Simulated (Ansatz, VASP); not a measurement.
**Rh in VASP and in Ansatz**

```
Rh
1.0
     0.00000    1.89997    1.89997
     1.89997    0.00000    1.89997
     1.89997    1.89997    0.00000
Rh
1
Direct
  0.00000 0.00000 0.00000
```

Alike in both runs: functional r2SCAN; k mesh 18 × 18 × 18; occupations gaussian, width 0.1 eV; no spin polarisation.

Ansatz relaxed the structure, and its values are those at the end. VASP's run is a single point on that final structure, the one shown.

|  | VASP | Ansatz |
| --- | --- | --- |
| version | VASP 6.6.1 | Ansatz 0.2.0 |
| potentials or method | VASP PAW PBE potentials, release 64 (Rh_sv_GW), cutoff 580 eV | scalar-relativistic, plane waves, PAW |
| valence electrons in the cell | 17 | 17 |

|  | VASP | Ansatz | Ansatz less VASP |
| --- | --- | --- | --- |
| gap on the k mesh at the Fermi level (eV) | none | none | - |
| pressure (GPa) | -1.6 | 0.0 | +1.61 |

VASP's potentials were made for PBE, not for r2SCAN. A gap of «none» marks a metal or a gap that the smearing closes.
